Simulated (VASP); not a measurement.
# Ru (P6_3/mmc) in VASP: notebook

Ru is run at these levels: r2SCAN; tasks: single point.

All numbers are computed with VASP 6.6.1; they aren't measurements. Logs are shortened: lines on timing, memory, paths and dates and some standing lists are left out, and cuts for length are marked.

## Step 1: The cell of the first run

Symmetry: P6_3/mmc, No. 194, hexagonal system. Conventional cell: a = 2.741 Å, b = 2.741 Å, c = 4.338 Å, α = 90.00°, β = 90.00°, γ = 120.00°. Within 3.5 Å of Ru (site symmetry -6m2) lie 12 Ru at 2.69 to 2.74 Å.

## Step 2: Single point, r2SCAN

POSCAR reads:

```
Ru
1.0
    2.7414067149      0.0000000000      0.0000000000
   -1.3707033574      2.3741283257      0.0000000000
    0.0000000000      0.0000000000      4.3382472512
Ru
2
Direct
    0.3333333333      0.6666666667      0.2500000000
    0.6666666667      0.3333333333      0.7500000000
```

INCAR.step1 reads:

```
  ALGO = Normal
  EDIFF = 1E-4
  ENCUT = 520
  GGA = PE
  ISMEAR = -1
  LASPH = T
  LCHARG = F
  LREAL = F
  LWAVE = T
  NBANDS = 21
  NELM = 100
  PREC = Accurate
  SIGMA = 0.1
```

INCAR.step2 reads:

```
  ALGO = Normal
  EDIFF = 1E-7
  ENCUT = 520
  ISIF = 2
  ISMEAR = -1
  ISTART = 1
  LASPH = T
  LCHARG = T
  LELF = T
  LMIXTAU = T
  LREAL = F
  LVHAR = T
  LWAVE = F
  METAGGA = R2SCAN
  NBANDS = 21
  NELM = 100
  PREC = Accurate
  SIGMA = 0.1
```

KPOINTS reads:

```
k-points
0
Gamma
  12 12 7
```

Potentials or basis: VASP PAW PBE potentials, release 64 (Ru_pv).

On the command line:

```bash
$ cat potpaw_PBE.64/Ru_pv/POTCAR > POTCAR
$ cp INCAR.step1 INCAR
$ mpirun -np 1 vasp_std > vasp.out
$ cp INCAR.step2 INCAR
$ mpirun -np 1 vasp_std > vasp.out
```

OUTCAR:

```text
EDIFF = 1E-7
   ENCUT = 520
   ISIF = 2
   ISMEAR = -1
   ISTART = 1
   LASPH = T
   LREAL = F
   METAGGA = R2SCAN
   NELM = 100
   PREC = Accurate

 ion  position               nearest neighbor table
   1  0.333  0.667  0.250-   2 2.69   2 2.69   2 2.69   2 2.69   2 2.69   2 2.69
   2  0.667  0.333  0.750-   1 2.69   1 2.69   1 2.69   1 2.69   1 2.69   1 2.69

  LATTYP: Found a hexagonal cell.
 ALAT       =     2.7414067149
 C/A-ratio  =     1.5824894670

  Lattice vectors:

 A1 = (   2.7414067149,   0.0000000000,   0.0000000000)
 A2 = (  -1.3707033574,   2.3741283257,   0.0000000000)
 A3 = (   0.0000000000,   0.0000000000,   4.3382472512)

Analysis of symmetry for initial positions (statically):
=====================================================================
 Subroutine PRICEL returns:
 Original cell was already a primitive cell.

 Routine SETGRP: Setting up the symmetry group for a
 hexagonal supercell.

 Subroutine GETGRP returns: Found 24 space group operations
 (whereof 12 operations were pure point group operations)
 out of a pool of 24 trial point group operations.

The static configuration has the point symmetry D_3d.
 The point group associated with its full space group is D_6h.

Analysis of symmetry for dynamics (positions and initial velocities):
=====================================================================
 Subroutine PRICEL returns:
 Original cell was already a primitive cell.

 Routine SETGRP: Setting up the symmetry group for a
 hexagonal supercell.

 Subroutine GETGRP returns: Found 24 space group operations
 (whereof 12 operations were pure point group operations)
 out of a pool of 24 trial point group operations.

The dynamic configuration has the point symmetry D_3d.
 The point group associated with its full space group is D_6h.

 Subroutine INISYM returns: Found 24 space group operations
 (whereof 12 operations are pure point group operations),
 and found     1 'primitive' translations

----------------------------------------------------------------------------------------

                                     Primitive cell

  volume of cell :      28.2353

  direct lattice vectors                    reciprocal lattice vectors
     2.741406715  0.000000000  0.000000000     0.364776228  0.210603612  0.000000000
    -1.370703357  2.374128326  0.000000000     0.000000000  0.421207223  0.000000000
     0.000000000  0.000000000  4.338247251     0.000000000  0.000000000  0.230507839

  length of vectors
     2.741406715  2.741407121  4.338247251     0.421207286  0.421207223  0.230507839

  position of ions in fractional coordinates (direct lattice)
     0.333333333  0.666666667  0.250000000
     0.666666667  0.333333333  0.750000000

  ion indices of the primitive-cell ions
   primitive index   ion index
                 1           1
                 2           2

----------------------------------------------------------------------------------------

 KPOINTS: k-points

Automatic generation of k-mesh.
 Grid dimensions read from file:
 generate k-points for:   12   12    7

 Generating k-lattice:

  Cartesian coordinates                     Fractional coordinates (reciprocal lattice)
     0.030398019  0.017550301  0.000000000     0.083333333 -0.000000000  0.000000000
     0.000000000  0.035100602  0.000000000     0.000000000  0.083333333  0.000000000
     0.000000000  0.000000000  0.032929691     0.000000000  0.000000000  0.142857143

  Length of vectors
     0.035100607  0.035100602  0.032929691

  Shift w.r.t. Gamma in fractional coordinates (k-lattice)
     0.000000000  0.000000000  0.000000000

 Subroutine IBZKPT returns following result:
 ===========================================

 Found     76 irreducible k-points:

 Following reciprocal coordinates:
            Coordinates               Weight
  0.000000  0.000000  0.000000      1.000000
  0.083333  0.000000  0.000000      6.000000
  0.166667  0.000000  0.000000      6.000000
  0.250000  0.000000  0.000000      6.000000
  0.333333  0.000000  0.000000      6.000000
  0.416667  0.000000  0.000000      6.000000
[... 16 lines left out ...]
  0.250000  0.000000  0.142857     12.000000
  0.333333  0.000000  0.142857     12.000000
 [... further k-points ...]
   k-points           NKPTS =     76   k-points in BZ     NKDIM =     76   number of bands    NBANDS=     21
   number of dos      NEDOS =    301   number of ions     NIONS =      2
   total plane-waves  NPLWV =  12800
   dimension x,y,z NGX =    20 NGY =   20 NGZ =   32
   dimension x,y,z NGXF=    40 NGYF=   40 NGZF=   64
   ions per type =               2
   NGX,Y,Z   is equivalent  to a cutoff of  12.13, 12.13, 12.26 a.u.
   NGXF,Y,Z  is equivalent  to a cutoff of  24.26, 24.26, 24.53 a.u.
 SYSTEM =  unknown system
   PREC   = accura    normal or accurate (medium, high low for compatibility)
   ISTART =      1    job   : 0-new  1-cont  2-samecut
   ICHARG =      0    charge: 1-file 2-atom 10-const
   ISPIN  =      1    spin polarized calculation?
   LNONCOLLINEAR =      F non collinear calculations
   LSORBIT =      F    spin-orbit coupling
   LASPH  =      T    aspherical Exc in radial PAW
   ENCUT  =  520.0 eV  38.22 Ry    6.18 a.u.   5.10  5.10  8.07*2*pi/ulx,y,z
   NELM   =    100;   NELMIN=  2; NELMDL=  0     # of ELM steps
   EDIFF  = 0.1E-06   stopping-criterion for ELM
   LREAL  =      F    real-space projection
   EDIFFG = 0.1E-05   stopping-criterion for IOM
   NSW    =      0    number of steps for IOM
   IBRION =     -1    ionic relax: 0-MD 1-quasi-New 2-CG
   NFREE  =      0    steps in history (QN), initial steepest desc. (CG)
   ISIF   =      2    stress and relaxation
   ISYM   =      2    0-nonsym 1-usesym 2-fastsym
   POTIM  = 0.5000    time-step for ionic-motion
   TEBEG  =    0.0;   TEEND  =   0.0 temperature during run
   PSTRESS=    0.0 pullay stress
   NELECT =      28.0000    total number of electrons
   NUPDOWN=      -1.0000    fix difference up-down
   EMIN   =  10.00;   EMAX   =-10.00  energy-range for DOS
   EFERMI =   0.00;   METHOD = LEGACY
   ISMEAR =    -1;   SIGMA  =   0.10  broadening in eV -4-tet -1-fermi 0-gaus
   EFERMI_NEDOS =   21; number of points for ismear=-14 and -15
   IALGO  =     38    algorithm
   IMIX   =      4    mixing-type and parameters
     AMIX     =   0.40;   BMIX     =  1.00
     AMIX_MAG =   1.60;   BMIX_MAG =  1.00
  volume/ion in A,a.u.               =      14.12        95.27
  Fermi-wavevector in a.u.,A,eV,Ry     =   1.632539  3.085051 36.262017  2.665183
  Thomas-Fermi vector in A             =   2.724493
   LORBIT       =      0    0 simple, 1 ext, 2 COOP (PROOUT), +10 PAW based schemes
   METAGGA = R2SCAN    functional components
   LHFCALC =     F    Hartree Fock is set to
   AEXX    =    0.0000 exact exchange contribution
   IVDW    =     0    specifies the selected vdW correction
   LEPSILON=     F    determine dielectric tensor
   LRPA    =     F    only Hartree local field effects (RPA)
 non-spin polarized calculation
  energy-cutoff  :      520.00
  volume of cell :       28.24
 maximum number of plane-waves:       777
   NGX = 11   NGY = 11   NGZ = 17

 number of electron      28.0000011 magnetization

 Free energy of the ion-electron system (eV)
  ---------------------------------------------------
  ext. energy  EPLUGINS =         0.00000000
  ---------------------------------------------------
  free energy    TOTEN  =       -50.84424142 eV

  energy without entropy =      -50.79293628  energy(sigma->0) =      -50.81858885

 E-fermi :  12.0449     XC(G=0): -15.1326

 val. band max:       11.9825604966   @ k =   0.3333   0.2500   0.2857
 cond. band min:      12.0549254107   @ k =   0.3333   0.1667   0.2857
 fundamental gap:      0.0723649140
 Fermi energy:        12.0449436441

 k-point     1 :       0.0000    0.0000    0.0000
  band No.  band energies     occupation
      1     -32.9066      2.00000
      2     -32.0283      2.00000
      3     -32.0283      2.00000
      4     -31.8662      2.00000
      5     -31.8662      2.00000
      6     -31.8216      2.00000
[... 13 lines left out ...]
     20      20.4117      0.00000
     21      22.3629      0.00000

 k-point     2 :       0.0833    0.0000    0.0000
  band No.  band energies     occupation
      1     -32.8842      2.00000
      2     -32.0755      2.00000
      3     -32.0442      2.00000
      4     -31.9156      2.00000
      5     -31.8728      2.00000
      6     -31.8320      2.00000
[... 13 lines left out ...]
     20      20.4118      0.00000
     21      22.3241      0.00000

 k-point     3 :       0.1667    0.0000    0.0000
  band No.  band energies     occupation
      1     -32.8199      2.00000
      2     -32.2046      2.00000
      3     -32.0863      2.00000
      4     -32.0478      2.00000
      5     -31.8919      2.00000
      6     -31.8634      2.00000
[... 13 lines left out ...]
     20      20.4118      0.00000
     21      22.2078      0.00000

 k-point     4 :       0.2500    0.0000    0.0000
  band No.  band energies     occupation
      1     -32.7228      2.00000
      2     -32.3811      2.00000
      3     -32.2224      2.00000
      4     -32.1415      2.00000
      5     -31.9198      2.00000
      6     -31.9154      2.00000
[... 13 lines left out ...]
     20      20.4118      0.00000
     21      22.0551      0.00000

 k-point     5 :       0.3333    0.0000    0.0000
  band No.  band energies     occupation
      1     -32.6080      2.00000
      2     -32.5577      2.00000
      3     -32.3907      2.00000
      4     -32.1948      2.00000
      5     -31.9849      2.00000
      6     -31.9491      2.00000
[... 13 lines left out ...]
     20      21.5103      0.00000
     21      21.8340      0.00000
[... 382 lines left out ...]
     20      20.4118      0.00000
     21      23.3556      0.00000

 k-point    22 :       0.1667    0.0000    0.1429
  band No.  band energies     occupation
      1     -32.7821      2.00000
      2     -32.1900      2.00000
      3     -32.0831      2.00000
      4     -32.0768      2.00000
      5     -31.9016      2.00000
      6     -31.8837      2.00000
[... 13 lines left out ...]
     20      20.4118      0.00000
     21      23.3717      0.00000

 k-point    23 :       0.2500    0.0000    0.1429
  band No.  band energies     occupation
      1     -32.7098      2.00000
      2     -32.3521      2.00000
      3     -32.2558      2.00000
      4     -32.1307      2.00000
      5     -31.9309      2.00000
      6     -31.9252      2.00000
[... 13 lines left out ...]
     20      20.4118      0.00000
     21      23.5109      0.00000

 k-point    24 :       0.3333    0.0000    0.1429
  band No.  band energies     occupation
      1     -32.6758      2.00000
      2     -32.4753      2.00000
      3     -32.4066      2.00000
      4     -32.1828      2.00000
      5     -31.9829      2.00000
      6     -31.9614      2.00000
[... 13 lines left out ...]
     20      20.4118      0.00000
     21      23.7733      0.00000

 [... further k-points ...]
[... 5 lines left out ...]
  --------------------------------------------------------------------------------------
  -------------------------------------------------------------------------------------
  Total       -2.1245768     -2.1245776     -2.3506610     -0.0000000      0.0000000      0.0000000
  in kB     -120.5566164   -120.5566640   -133.3854998     -0.0000000      0.0000000      0.0000000
  external PRESSURE =    -124.8329268 kB  Pullay stress =       0.0000000 kB

 VOLUME and BASIS-vectors are now :
 -----------------------------------------------------------------------------
  energy-cutoff  :      520.00
  volume of cell :       28.24
      direct lattice vectors                 reciprocal lattice vectors
     2.741406715  0.000000000  0.000000000     0.364776228  0.210603612  0.000000000
    -1.370703357  2.374128326  0.000000000     0.000000000  0.421207223  0.000000000
     0.000000000  0.000000000  4.338247251     0.000000000  0.000000000  0.230507839

 POSITION                                       TOTAL-FORCE (eV/Angst)
 -----------------------------------------------------------------------------------
     -0.00000      1.58275      1.08456        -0.000000     -0.000000      0.000000
      1.37070      0.79138      3.25369         0.000000      0.000000      0.000000
 -----------------------------------------------------------------------------------
    total drift:                               -0.000000      0.000000     -0.000000

  FREE ENERGIE OF THE ION-ELECTRON SYSTEM (eV)
  ---------------------------------------------------
  free  energy   TOTEN  =       -50.8442414180 eV

  energy  without entropy=      -50.7929362841  energy(sigma->0) =      -50.81858885
```

Run time: 81 s. Hardware: 1 thread of AMD EPYC 9R45 (Zen 5), shared host; peak memory 0.13 GiB.

Results:

* Free energy: -50.8442 eV
* Pressure: -12.5 GPa
* Band gap on the k mesh: zero (band 14 reaches 13.41 eV, above the bottom of band 15 at 10.50 eV)

Stress tensor (GPa, compression positive):
```
-12.06   0.00   0.00
  0.00 -12.06   0.00
  0.00   0.00 -13.34
```

Levels at points of the mesh, in eV from the Fermi level:
| k point | band 12 | band 13 | band 14 | band 15 | band 16 | band 17 |
| --- | --- | --- | --- | --- | --- | --- |
| (0.00, 0.00, 0.00) | -1.91 | -1.91 | -1.40 | -1.40 | 1.14 | 1.14 |
| (0.50, 0.00, 0.00) | -1.82 | -1.52 | 1.36 | 1.77 | 1.83 | 4.00 |

Caveat: the PAW data sets were made with another functional, which shifts forces and pressure a little.

## Step 3: Single point, r2SCAN

This run uses another cell than the first one, of 14.52 Å³/atom, 1.029 times its volume.

POSCAR reads:

```
Ru
1.0
    2.7675169217      0.0000000000      0.0000000000
   -1.3837584608      2.3967404326      0.0000000000
    0.0000000000      0.0000000000      4.3795663785
Ru
2
Direct
    0.3333333333      0.6666666667      0.2500000000
    0.6666666667      0.3333333333      0.7500000000
```

INCAR.step1 reads:

```
SYSTEM = Ru
PREC = Accurate
ENCUT = 520
ISMEAR = -1
SIGMA = 0.1
LREAL = .FALSE.
LASPH = .TRUE.
NELM = 80
NBANDS = 21
GGA = PE
ALGO = Normal
EDIFF = 1E-4
LWAVE = .TRUE.
LCHARG = .FALSE.
```

INCAR.step2 reads:

```
SYSTEM = Ru
PREC = Accurate
ENCUT = 520
EDIFF = 1E-7
ISMEAR = -1
SIGMA = 0.1
LREAL = .FALSE.
LASPH = .TRUE.
NELM = 80
ALGO = Normal
ISIF = 2
LWAVE = .FALSE.
LCHARG = .FALSE.
METAGGA = R2SCAN
LMIXTAU = .TRUE.
NBANDS = 21
ISTART = 1
```

KPOINTS reads:

```
regular mesh
0
G
  12 12 7
  0 0 0
```

Potentials or basis: VASP PAW PBE potentials, release 64 (Ru_pv).

On the command line:

```bash
$ cat potpaw_PBE.64/Ru_pv/POTCAR > POTCAR
$ cp INCAR.step1 INCAR
$ mpirun -np 1 vasp_std > vasp.out
$ cp INCAR.step2 INCAR
$ mpirun -np 1 vasp_std > vasp.out
```

Wall time 2.3 min (1 thread of AMD EPYC 9R45 (Zen 5), shared host); peak memory 0.15 GiB.

Results (log left out):

| Quantity | Value |
| --- | --- |
| Free energy | -50.7622 eV |
| Pressure | -19.8 GPa |
| Band gap on the k mesh | zero (band 14 reaches 12.84 eV, above the bottom of band 15 at 10.06 eV) |

Stress tensor (GPa, compression positive):
```
-19.19   0.00   0.00
  0.00 -19.19   0.00
  0.00   0.00 -20.93
```

Levels at points of the mesh, in eV from the Fermi level:
| k point | band 10 | band 11 | band 12 | band 13 | band 14 | band 15 | band 16 | band 17 | band 18 | band 19 |
| --- | --- | --- | --- | --- | --- | --- | --- | --- | --- | --- |
| (0.00, 0.00, 0.00) | -2.45 | -2.29 | -1.83 | -1.83 | -1.34 | -1.34 | 1.09 | 1.09 | 1.26 | 8.37 |
| (0.50, 0.00, 0.00) | -2.86 | -2.01 | -1.77 | -1.46 | 1.30 | 1.68 | 1.75 | 3.85 | 5.89 | 8.37 |

Caveat: the PAW data sets were made with another functional, which shifts forces and pressure a little.

(Continued in part 2 of 2.)
